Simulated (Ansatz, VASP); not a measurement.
One calculation of Ga3O2, two programs

```
CELL_PARAMETERS angstrom
3.98549 0.00000 0.00000
0.00000 3.98549 0.00000
0.00000 0.00000 6.55111
ATOMIC_POSITIONS crystal
Ga 0.50000 0.50000 0.50000
Ga 0.00000 0.00000 0.25286
Ga 0.00000 0.00000 0.74714
O 0.00000 0.50000 0.50000
O 0.50000 0.00000 0.50000
```

Alike in both runs: functional PBE; k mesh 10 × 10 × 6; occupations gaussian, width 0.1 eV; no spin polarisation.

Ansatz relaxed the structure, and its values are those at the end. VASP's run is a single point on that final structure, the one shown.

|  | VASP | Ansatz |
| --- | --- | --- |
| version | VASP 6.6.1 | Ansatz 0.2.0 |
| potentials or method | VASP PAW PBE potentials, release 64 (Ga_d, O), cutoff 520 eV | scalar-relativistic, plane waves, PAW |
| valence electrons in the cell | 51 | 51 |

Ansatz gave:

| Quantity | Value |
| --- | --- |
| gap on the k mesh at the Fermi level (eV) | none |
| pressure (GPa) | 0.0 |
| rms of the force components (eV/Å) | 0.000 |

**Question.** Estimate VASP's values.

**Answer.** gap on the k mesh at the Fermi level (eV): none; pressure (GPa): 0.2; rms of the force components (eV/Å): 0.006.

A gap of «none» marks a metal or a gap that the smearing closes.
